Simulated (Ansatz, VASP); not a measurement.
## LiPb2: VASP beside Ansatz

```
Li Pb
1.0
     3.40772    0.00000    0.00000
    -1.70386    2.95117    0.00000
     0.00000    0.00000    8.85674
Li Pb
1 2
Direct
  0.00000 0.00000 0.00000
  0.00000 0.00000 0.31845
  0.00000 0.00000 0.68155
```

Alike in both runs: functional PBE; k mesh 6 × 6 × 4; occupations gaussian, width 0.1 eV; no spin polarisation.

Ansatz relaxed the structure, and its values are those at the end. VASP's run is a single point on that final structure, the one shown.

|  | VASP | Ansatz |
| --- | --- | --- |
| version | VASP 6.6.1 | Ansatz 0.2.0 |
| potentials or method | VASP PAW PBE potentials, release 64 (Li_sv, Pb_d), cutoff 750 eV | scalar-relativistic, plane waves, PAW |
| valence electrons in the cell | 31 | 31 |

|  | VASP | Ansatz | Ansatz less VASP |
| --- | --- | --- | --- |
| gap on the k mesh at the Fermi level (eV) | none | none | - |
| pressure (GPa) | 0.0 | 0.1 | +0.04 |

A gap of «none» marks a metal or a gap that the smearing closes.

Neither program's run includes spin-orbit coupling.
